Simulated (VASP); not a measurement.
# MnO2 (P4_2/mnm) in VASP: a series of runs

Aim: see how the results for MnO2 move with the level of theory and the settings. Levels: PBEsol, PBE, LDA, r2SCAN. Tasks: single point.

Everything below comes from runs of VASP 6.6.1. Logs are shortened: lines on timing, memory, paths and dates and some standing lists are left out, and cuts for length are marked.

**1. The cell of the first run**

It takes space group P4_2/mnm (No. 136, tetragonal). The conventional cell has a = 4.400 Å, b = 4.400 Å, c = 2.867 Å, α = 90.00°, β = 90.00°, γ = 90.00°. Within 2.5 Å of Mn (site symmetry mmm) lie 6 O at 1.88 to 1.90 Å. O (site symmetry m2m) has 3 Mn at 1.88 to 1.90 Å and 1 O at 2.43 Å within 2.5 Å.

**2. Single point, PBEsol, collinear spin, ferromagnetic start**

INCAR

```
PREC = Accurate ; ENCUT = 520
EDIFF = 1E-6 ; ISMEAR = -1
SIGMA = 0.05 ; LREAL = F
LASPH = T ; NELM = 150
ALGO = Normal ; ISIF = 2
LWAVE = F ; LCHARG = T
ISPIN = 2 ; MAGMOM = 4 4 0 0 0 0
LORBIT = 11 ; LMAXMIX = 4
GGA = PS ; LELF = T
LVHAR = T ; NBANDS = 38
```

KPOINTS

```
regular mesh
0
Gamma
  6 6 9
```

POSCAR

```
MnO2
1.0
    4.4004184607      0.0000000000      0.0000000000
    0.0000000000      4.4004184607      0.0000000000
    0.0000000000      0.0000000000      2.8670779400
Mn O
2 4
Direct
    0.5000000000      0.5000000000      0.5000000000
    0.0000000000      0.0000000000      0.0000000000
    0.8049161500      0.1950838500      0.5000000000
    0.6950838500      0.6950838500      0.0000000000
    0.1950838500      0.8049161500      0.5000000000
    0.3049161500      0.3049161500      0.0000000000
```

Potentials or basis: VASP PAW PBE potentials, release 64 (Mn_pv, O).

Command:

```
$ cat potpaw_PBE.64/Mn_pv/POTCAR potpaw_PBE.64/O/POTCAR > POTCAR
$ mpirun -np 1 vasp_std > vasp.out
```

OUTCAR:

```text
PREC = Accurate
   ENCUT = 520
   EDIFF = 1E-6
   ISMEAR = -1
   LREAL = F
   LASPH = T
   NELM = 150
   ISIF = 2
   ISPIN = 2
   LORBIT = 11
   GGA = PS

 ion  position               nearest neighbor table
   1  0.500  0.500  0.500-   4 1.88   6 1.88   4 1.88   6 1.88   5 1.90   3 1.90
   2  0.000  0.000  0.000-   3 1.88   5 1.88   3 1.88   5 1.88   4 1.90   6 1.90
   3  0.805  0.195  0.500-   2 1.88   2 1.88   1 1.90
   4  0.695  0.695  0.000-   1 1.88   1 1.88   2 1.90
   5  0.195  0.805  0.500-   2 1.88   2 1.88   1 1.90
   6  0.305  0.305  0.000-   1 1.88   1 1.88   2 1.90

  LATTYP: Found a simple tetragonal cell.
 ALAT       =     4.4004184607
 C/A-ratio  =     0.6515466576

  Lattice vectors:

 A1 = (   4.4004184607,   0.0000000000,   0.0000000000)
 A2 = (   0.0000000000,   4.4004184607,   0.0000000000)
 A3 = (   0.0000000000,   0.0000000000,   2.8670779400)

Analysis of symmetry for initial positions (statically):
=====================================================================
 Subroutine PRICEL returns:
 Original cell was already a primitive cell.

 Routine SETGRP: Setting up the symmetry group for a
 simple tetragonal supercell.

 Subroutine GETGRP returns: Found 16 space group operations
 (whereof  8 operations were pure point group operations)
 out of a pool of 16 trial point group operations.

The static configuration has the point symmetry D_2h.
 The point group associated with its full space group is D_4h.

Analysis of symmetry for dynamics (positions and initial velocities):
=====================================================================
 Subroutine PRICEL returns:
 Original cell was already a primitive cell.

 Routine SETGRP: Setting up the symmetry group for a
 simple tetragonal supercell.

 Subroutine GETGRP returns: Found 16 space group operations
 (whereof  8 operations were pure point group operations)
 out of a pool of 16 trial point group operations.

The dynamic configuration has the point symmetry D_2h.
 The point group associated with its full space group is D_4h.

Analysis of structural, dynamic, and magnetic symmetry:
=====================================================================
 Subroutine PRICEL returns:
 Original cell was already a primitive cell.

 Routine SETGRP: Setting up the symmetry group for a
 simple tetragonal supercell.

 Subroutine GETGRP returns: Found 16 space group operations
 (whereof  8 operations were pure point group operations)
 out of a pool of 16 trial point group operations.

The overall configuration has the point symmetry D_2h.
 The point group associated with its full space group is D_4h.

 Subroutine INISYM returns: Found 16 space group operations
 (whereof  8 operations are pure point group operations),
 and found     1 'primitive' translations

----------------------------------------------------------------------------------------

                                     Primitive cell

  volume of cell :      55.5172

  direct lattice vectors                    reciprocal lattice vectors
     4.400418461  0.000000000  0.000000000     0.227251115  0.000000000  0.000000000
     0.000000000  4.400418461  0.000000000     0.000000000  0.227251115  0.000000000
     0.000000000  0.000000000  2.867077940     0.000000000  0.000000000  0.348787170

  length of vectors
     4.400418461  4.400418461  2.867077940     0.227251115  0.227251115  0.348787170

  position of ions in fractional coordinates (direct lattice)
     0.500000000  0.500000000  0.500000000
     0.000000000  0.000000000  0.000000000
     0.804916150  0.195083850  0.500000000
     0.695083850  0.695083850  0.000000000
     0.195083850  0.804916150  0.500000000
     0.304916150  0.304916150  0.000000000

  ion indices of the primitive-cell ions
   primitive index   ion index
                 1           1
                 2           2
                 3           3
                 4           4
                 5           5
                 6           6

[... 63 lines left out ...]
  band No.  band energies     occupation
      1     -45.3214      1.00000
      2     -45.3214      1.00000
      3     -45.1903      1.00000
      4     -45.1903      1.00000
      5     -45.1161      1.00000
      6     -45.1161      1.00000
[... 29 lines left out ...]
     36      18.9698      0.00000
     37      20.6624      0.00000

 [... further k-points ...]

 spin component 2

 k-point     1 :       0.0000    0.0000    0.0000
  band No.  band energies     occupation
      1     -42.3502      1.00000
      2     -42.3404      1.00000
      3     -42.2730      1.00000
      4     -42.2730      1.00000
      5     -42.1771      1.00000
      6     -42.1771      1.00000
[... 29 lines left out ...]
     36      19.5957      0.00000
     37      20.2645      0.00000

 k-point     2 :       0.1667    0.0000    0.0000
  band No.  band energies     occupation
      1     -42.3495      1.00000
      2     -42.3411      1.00000
      3     -42.2723      1.00000
      4     -42.2722      1.00000
      5     -42.1779      1.00000
      6     -42.1779      1.00000
[... 29 lines left out ...]
     36      19.5123      0.00000
     37      20.2352      0.00000
[... 838 lines left out ...]
     36      20.0305      0.00000
     37      20.5945      0.00000

 k-point    24 :       0.5000    0.0000    0.2222
  band No.  band energies     occupation
      1     -42.4007      1.00000
      2     -42.4007      1.00000
      3     -42.2607      1.00000
      4     -42.2607      1.00000
      5     -42.1761      1.00000
      6     -42.1761      1.00000
[... 29 lines left out ...]
     36      19.5652      0.00000
     37      21.0962      0.00000

 [... further k-points ...]

 [bands above 37 left out]

------------------------ aborting loop because EDIFF is reached ----------------------------------------

  FORCE on cell =-STRESS in cart. coord.  units (eV):
  Direction    XX          YY          ZZ          XY          YZ          ZX
  --------------------------------------------------------------------------------------
  -------------------------------------------------------------------------------------
  Total       -0.5005074     -0.5005074     -1.3368046      0.0000000      0.0000000      0.0000000
  in kB      -14.4442047    -14.4442047    -38.5790072      0.0000000      0.0000000      0.0000000
  external PRESSURE =     -22.4891389 kB  Pullay stress =       0.0000000 kB

 VOLUME and BASIS-vectors are now :
 -----------------------------------------------------------------------------
  energy-cutoff  :      520.00
  volume of cell :       55.52
      direct lattice vectors                 reciprocal lattice vectors
     4.400418461  0.000000000  0.000000000     0.227251115  0.000000000  0.000000000
     0.000000000  4.400418461  0.000000000     0.000000000  0.227251115  0.000000000
     0.000000000  0.000000000  2.867077940     0.000000000  0.000000000  0.348787170

 POSITION                                       TOTAL-FORCE (eV/Angst)
 -----------------------------------------------------------------------------------
      2.20021      2.20021      1.43354         0.000000      0.000000     -0.000000
      0.00000      0.00000      0.00000         0.000000      0.000000     -0.000000
      3.54197      0.85845      1.43354         0.029723     -0.029723      0.000000
      3.05866      3.05866      0.00000        -0.029723     -0.029723      0.000000
      0.85845      3.54197      1.43354        -0.029723      0.029723     -0.000000
      1.34176      1.34176      0.00000         0.029723      0.029723     -0.000000
 -----------------------------------------------------------------------------------
    total drift:                                0.000000      0.000000      0.000000

  FREE ENERGIE OF THE ION-ELECTRON SYSTEM (eV)
  ---------------------------------------------------
  free  energy   TOTEN  =       -50.3363475247 eV

  energy  without entropy=      -50.3285546016  energy(sigma->0) =      -50.33245106

 total charge

# of ion       s       p       d       tot
------------------------------------------
    1        0.359   6.477   4.913  11.749
    2        0.359   6.477   4.913  11.749
    3        1.563   3.445   0.000   5.008
    4        1.563   3.445   0.000   5.008
    5        1.563   3.445   0.000   5.008
    6        1.563   3.445   0.000   5.008
--------------------------------------------------
tot          6.972  26.735   9.826  43.532

 magnetization (x)

# of ion       s       p       d       tot
------------------------------------------
    1        0.017   0.029   2.635   2.680
    2        0.017   0.029   2.635   2.680
    3        0.001   0.093   0.000   0.094
    4        0.001   0.093   0.000   0.094
    5        0.001   0.093   0.000   0.094
    6        0.001   0.093   0.000   0.094
--------------------------------------------------
tot          0.035   0.431   5.269   5.736
```

Wall time 1.9 min (1 thread of Intel Xeon Platinum 8488C (Sapphire Rapids), shared host); peak memory 0.29 GiB.

Results:

| Property | Result |
| --- | --- |
| Free energy | -50.3363 eV |
| Pressure | -2.2 GPa |
| Largest force | 0.042 eV/Å |
| Band gap on the k mesh | zero (filled and empty bands overlap) |
| Net moment | 5.97 μB per cell |
| Site moments | Mn +2.68; O +0.09 μB |
| Valence electrons inside the program's atomic spheres | Mn 11.75; O 5.01 |

Forces in eV/Å, atoms in the order of the input:
```
Mn   0.000  0.000  0.000
Mn   0.000  0.000  0.000
O    0.030 -0.030  0.000
O   -0.030 -0.030  0.000
O   -0.030  0.030  0.000
O    0.030  0.030  0.000
```

Levels at points of the mesh, in eV from the Fermi level:
Spin up:
```tsv
k point	band 26	band 27	band 28	band 29	band 30	band 31
(0.00, 0.00, 0.00)	-1.34	-0.75	-0.27	-0.13	2.65	2.65
(0.50, 0.00, 0.00)	-1.45	-0.72	-0.72	2.13	2.13	2.39
(0.50, 0.50, 0.00)	-2.27	-0.05	-0.05	1.39	1.39	2.61
```
Spin down:
```
           k point  band 20  band 21  band 22  band 23  band 24  band 25
(0.00, 0.00, 0.00)    -1.03    -1.03    -0.46    -0.04     0.27     0.43
(0.50, 0.00, 0.00)    -2.96    -1.30    -1.30     0.66     0.66     1.03
(0.50, 0.50, 0.00)    -2.61    -2.03    -2.03     0.00     0.00     0.44
```

Caveat: the PAW data sets were made with another functional, which shifts forces and pressure a little; semilocal functionals often make such compounds metallic where correlation or magnetic order opens a gap, which also shifts bond lengths; only a ferromagnetic start was run, and an antiferromagnetic order may lie lower in energy. With open d or f shells a metallic result of PBEsol can be an artefact of self-interaction; +U or a hybrid may open a gap.

**3. Single point, PBE, collinear spin, ferromagnetic start**

INCAR

```
SYSTEM = MnO2
ALGO     = Normal         ! electronic algorithm
EDIFF    = 1E-6           ! SCF threshold, eV
ENCUT    = 520            ! plane-wave cutoff, eV
GGA      = PE             ! functional
ISIF     = 2              ! what is computed and relaxed
ISMEAR   = -1             ! smearing method
ISPIN    = 2              ! spin polarisation
LASPH    = .True.         ! aspherical terms in the spheres
LCHARG   = .False.        ! write CHGCAR
LMAXMIX  = 4              ! l up to which the mixer works
LORBIT   = 11             ! projections on sites
LREAL    = .False.        ! projectors in reciprocal space
LWAVE    = .False.        ! write WAVECAR
MAGMOM   = 5.5 5.5 0 0 0 0 ! initial moments
NBANDS   = 38             ! bands
NELM     = 150            ! most SCF steps
PREC     = Accurate       ! precision mode
SIGMA    = 0.05           ! smearing width, eV
```

KPOINTS

```
k-points
0
Gamma
  6 6 9
  0 0 0
```

POSCAR is that of step 2.

Potentials or basis: VASP PAW PBE potentials, release 64 (Mn_pv, O).

Command:

```
$ cat potpaw_PBE.64/Mn_pv/POTCAR potpaw_PBE.64/O/POTCAR > POTCAR
$ mpirun -np 1 vasp_std > vasp.out
```

Run time: 4 min. Hardware: 1 thread of Intel Xeon Platinum 8259CL at 2.50GHz (Skylake/Cascade Lake), shared host; peak memory 0.29 GiB.

Results (log left out):

```yaml
Free_energy: -47.6837 eV
Pressure: 6.9 GPa
Largest_force: 0.029 eV/Å
Band_gap_on_the_k_mesh: zero (filled and empty bands overlap)
Net_moment: 5.99 μB per cell
Site_moments: Mn +2.69; O +0.10 μB
Valence_electrons_inside_the_program's_atomic_spheres: Mn 11.72; O 5.04
```

Forces in eV/Å, atoms in the order of the input:
```
Mn   0.000  0.000  0.000
Mn   0.000  0.000  0.000
O   -0.021  0.021  0.000
O    0.021  0.021  0.000
O    0.021 -0.021  0.000
O   -0.021 -0.021  0.000
```

Stress tensor (GPa, compression positive):
```
7.19 0.00 0.00
0.00 7.19 0.00
0.00 0.00 6.44
```

Levels at points of the mesh, in eV from the Fermi level:
Spin up:
| k point | band 26 | band 27 | band 28 | band 29 | band 30 | band 31 |
| --- | --- | --- | --- | --- | --- | --- |
| (0.00, 0.00, 0.00) | -1.31 | -0.75 | -0.20 | -0.20 | 2.70 | 2.70 |
| (0.50, 0.00, 0.00) | -1.47 | -0.76 | -0.76 | 2.19 | 2.19 | 2.46 |
| (0.50, 0.50, 0.00) | -2.21 | -0.10 | -0.10 | 1.45 | 1.45 | 2.67 |
Spin down:
```csv
k point,band 18,band 19,band 20,band 21,band 22,band 23,band 24,band 25,band 26,band 27
"(0.00, 0.00, 0.00)",-3.49,-1.71,-1.00,-1.00,-0.42,0.04,0.36,0.50,0.50,0.70
"(0.50, 0.00, 0.00)",-4.04,-2.92,-2.92,-1.26,-1.26,0.74,0.74,1.09,1.09,1.81
"(0.50, 0.50, 0.00)",-2.91,-2.58,-2.58,-1.99,-1.99,0.07,0.07,0.51,0.51,2.21
```

Caveat: the cell stands under pressure; semilocal functionals often make such compounds metallic where correlation or magnetic order opens a gap, which also shifts bond lengths; only a ferromagnetic start was run, and an antiferromagnetic order may lie lower in energy.

**4. Single point, LDA, collinear spin, ferromagnetic start**

INCAR

```
  ALGO = Normal
  EDIFF = 1E-6
  ENCUT = 520
  GGA = CA
  ISIF = 2
  ISMEAR = -1
  ISPIN = 2
  LASPH = T
  LCHARG = F
  LMAXMIX = 4
  LORBIT = 11
  LREAL = F
  LWAVE = F
  MAGMOM = 4 4 0 0 0 0
  NBANDS = 38
  NELM = 150
  PREC = Accurate
  SIGMA = 0.05
```

KPOINTS

```
k-points
0
Gamma
  6 6 9
```

POSCAR is that of step 3.

Potentials or basis: VASP PAW LDA potentials, release 64 (Mn_pv, O).

Command:

```
$ cat potpaw_LDA.64/Mn_pv/POTCAR potpaw_LDA.64/O/POTCAR > POTCAR
$ mpirun -np 1 vasp_std > vasp.out
```

It took 89 s on 1 thread of Intel Xeon 6975P-C (Granite Rapids), shared host; peak memory 0.27 GiB.

It converged, with:

| Property | Result |
| --- | --- |
| Free energy | -52.7844 eV |
| Pressure | -11.8 GPa |
| Largest force | 0.069 eV/Å |
| Net moment | 5.47 μB per cell |
| Site moments | Mn +2.43; O +0.10 μB |
| Valence electrons inside the program's atomic spheres | Mn 11.78; O 4.99 |

Forces in eV/Å, atoms in the order of the input:
```
Mn   0.000  0.000  0.000
Mn   0.000  0.000  0.000
O    0.049 -0.049  0.000
O   -0.049 -0.049  0.000
O   -0.049  0.049  0.000
O    0.049  0.049  0.000
```

Stress tensor (GPa, compression positive):
```
 -9.73   0.00   0.00
  0.00  -9.73   0.00
  0.00   0.00 -15.90
```

Levels at points of the mesh, in eV from the Fermi level:
Spin up:
| k point | band 24 | band 25 | band 26 | band 27 | band 28 | band 29 | band 30 | band 31 | band 32 | band 33 |
| --- | --- | --- | --- | --- | --- | --- | --- | --- | --- | --- |
| (0.00, 0.00, 0.00) | -1.92 | -1.43 | -1.43 | -0.78 | -0.13 | 0.14 | 2.65 | 2.65 | 3.41 | 7.41 |
| (0.50, 0.00, 0.00) | -1.61 | -1.30 | -1.30 | -0.51 | -0.51 | 2.15 | 2.15 | 2.38 | 2.38 | 9.72 |
| (0.50, 0.50, 0.00) | -2.36 | -2.26 | -2.26 | 0.11 | 0.11 | 1.49 | 1.49 | 2.62 | 2.62 | 10.92 |
Spin down:
| k point | band 18 | band 19 | band 20 | band 21 | band 22 | band 23 | band 24 | band 25 | band 26 | band 27 |
| --- | --- | --- | --- | --- | --- | --- | --- | --- | --- | --- |
| (0.00, 0.00, 0.00) | -3.57 | -1.77 | -1.15 | -1.15 | -0.65 | -0.30 | -0.01 | 0.13 | 0.13 | 0.33 |
| (0.50, 0.00, 0.00) | -4.29 | -3.04 | -3.04 | -1.46 | -1.46 | 0.38 | 0.38 | 0.73 | 0.73 | 1.46 |
| (0.50, 0.50, 0.00) | -3.20 | -2.65 | -2.65 | -2.12 | -2.12 | -0.26 | -0.26 | 0.14 | 0.14 | 1.87 |

Caveat: the cell stands under tension; semilocal functionals often make such compounds metallic where correlation or magnetic order opens a gap, which also shifts bond lengths; only a ferromagnetic start was run, and an antiferromagnetic order may lie lower in energy.

**5. Single point, r2SCAN, collinear spin, ferromagnetic start**

POSCAR is that of step 4.

INCAR.step1

```
SYSTEM = MnO2
PREC = Accurate ; ENCUT = 520
ISMEAR = -1 ; SIGMA = 0.05
LREAL = .False. ; LASPH = .True.
NELM = 150 ; ISPIN = 2
MAGMOM = 4 4 0 0 0 0 ; LMAXMIX = 4
NBANDS = 38 ; GGA = PE
ALGO = Normal ; EDIFF = 1E-4
LWAVE = .True. ; LCHARG = .False.
```

INCAR.step2

```
SYSTEM = MnO2
PREC = Accurate ; ENCUT = 520
EDIFF = 1E-7 ; ISMEAR = -1
SIGMA = 0.05 ; LREAL = .False.
LASPH = .True. ; NELM = 150
ALGO = Normal ; ISIF = 2
LWAVE = .False. ; LCHARG = .False.
ISPIN = 2 ; MAGMOM = 4 4 0 0 0 0
LORBIT = 11 ; LMAXMIX = 4
METAGGA = R2SCAN ; LMIXTAU = .True.
NBANDS = 38 ; ISTART = 1
```

KPOINTS

```
Automatic mesh
0
Gamma
  8 8 13
  0 0 0
```

Potentials or basis: VASP PAW PBE potentials, release 64 (Mn_pv, O).

Command:

```
$ cat potpaw_PBE.64/Mn_pv/POTCAR potpaw_PBE.64/O/POTCAR > POTCAR
$ cp INCAR.step1 INCAR
$ mpirun -np 1 vasp_std > vasp.out
$ cp INCAR.step2 INCAR
$ mpirun -np 1 vasp_std > vasp.out
```

Wall time 57 min (1 thread of Oxide Virtual Turin-like, shared host); peak memory 0.39 GiB.

It converged, with:

* Free energy: -65.4033 eV
* Pressure: 0.3 GPa
* Largest force: 0.018 eV/Å
* Net moment: 6.00 μB per cell
* Site moments: Mn +2.81; O +0.06 μB
* Valence electrons inside the program's atomic spheres: Mn 11.68; O 5.07

Forces in eV/Å, atoms in the order of the input:
```
Mn   0.000  0.000  0.000
Mn   0.000  0.000  0.000
O    0.013 -0.013  0.000
O   -0.013 -0.013  0.000
O   -0.013  0.013  0.000
O    0.013  0.013  0.000
```

Levels at points of the mesh, in eV from the Fermi level:
Spin up:
```tsv
k point	band 26	band 27	band 28	band 29	band 30	band 31
(0.00, 0.00, 0.00)	-1.10	-0.63	-0.61	0.01	3.09	3.09
(0.50, 0.00, 0.00)	-1.60	-1.00	-1.00	2.53	2.53	2.87
(0.50, 0.50, 0.00)	-2.00	-0.28	-0.28	1.70	1.70	3.05
```
Spin down:
```
           k point  band 19  band 20  band 21  band 22  band 23  band 24  band 25  band 26
(0.00, 0.00, 0.00)    -1.56    -0.80    -0.80    -0.12     0.88     1.20     1.37     1.37
(0.50, 0.00, 0.00)    -2.75    -2.75    -1.03    -1.03     1.60     1.60     1.98     1.98
(0.50, 0.50, 0.00)    -2.45    -2.45    -1.83    -1.83     0.89     0.89     1.38     1.38
```

Caveat: the PAW data sets were made with another functional, which shifts forces and pressure a little; semilocal functionals often make such compounds metallic where correlation or magnetic order opens a gap, which also shifts bond lengths; only a ferromagnetic start was run, and an antiferromagnetic order may lie lower in energy.

**6. Overview**

| level | potentials or basis | k mesh | gap on the mesh (eV) | pressure (GPa) | moment (μB) | largest force (eV/Å) |
| --- | --- | --- | --- | --- | --- | --- |
| PBEsol | VASP PAW PBE potentials, release 64 (Mn_pv, O) | 6 × 6 × 9 | none | -2.2 | 5.97 | 0.04 |
| PBE | VASP PAW PBE potentials, release 64 (Mn_pv, O) | 6 × 6 × 9 | none | 6.9 | 5.99 | 0.03 |
| LDA | VASP PAW LDA potentials, release 64 (Mn_pv, O) | 6 × 6 × 9 | none | -11.8 | 5.47 | 0.07 |
| r2SCAN | VASP PAW PBE potentials, release 64 (Mn_pv, O) | 8 × 8 × 13 | - | 0.3 | 6.00 | 0.02 |

Alike in all rows: task single point; spin collinear, ferromagnetic start; cell as given; cutoff (eV) 520; smearing fermi-dirac 0.05 eV.

Caveats: semilocal functionals often make such compounds metallic where correlation or magnetic order opens a gap, which also shifts bond lengths; only a ferromagnetic start was run, and an antiferromagnetic order may lie lower in energy; the PAW data sets were made with another functional, which shifts forces and pressure a little (at least some runs); the cell stands under pressure (at least some runs); the cell stands under tension (at least some runs).

Absolute energies hang on the potentials; compare differences alone.
